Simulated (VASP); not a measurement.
Pt: single point with PBEsol

Crystal: Pt.

```
Pt
1.0
    -1.53706    1.53706    1.53706
     1.53706   -1.53706    1.53706
     1.53706    1.53706   -1.53706
Pt
1
Direct
  0.00000 0.00000 0.00000
```

This cell differs from its parent crystal: strain -0.015 along x and y, -0.015 along z.

* Program: VASP 6.6.1
* Task: single point
* Functional: PBEsol
* Potentials or basis: VASP PAW PBE potentials, release 64 (Pt)
* Cutoff: 520 eV
* k mesh: 26 × 26 × 26
* Occupations: gaussian, width 0.15 eV
* Spin: no spin polarisation
* Dipole correction: no
* Further INCAR settings: ALGO = Fast; EDIFF = 1e-06; NBANDS = 11

```json
{
  "Pressure": "14.0 GPa",
  "Band gap on the k mesh": "zero (band 5 reaches 12.80 eV, above the bottom of band 6 at 10.27 eV)"
}
```

Levels at points of the mesh, in eV from the Fermi level:
```
           k point  band 3  band 4  band 5  band 6  band 7  band 8
(0.00, 0.00, 0.00)   -3.98   -3.98   -1.14   -1.14   17.02   17.02
(0.50, 0.00, 0.00)   -1.33   -0.74   -0.08    1.24    7.01   13.21
(0.50, 0.50, 0.50)    0.62    0.62    0.62    7.79    7.79    7.79
```

It took 27 s on 1 thread of Intel(R) Xeon(R) 6975P-C (Granite Rapids), with other jobs on the host, peak memory 0.19 GiB.

Caveat: the cell differs from its parent crystal (strain -0.015 along x and y, -0.015 along z); the PAW data sets were made with another functional, which shifts forces and pressure a little; spin-orbit coupling is left out, which moves the levels of the heavy elements.
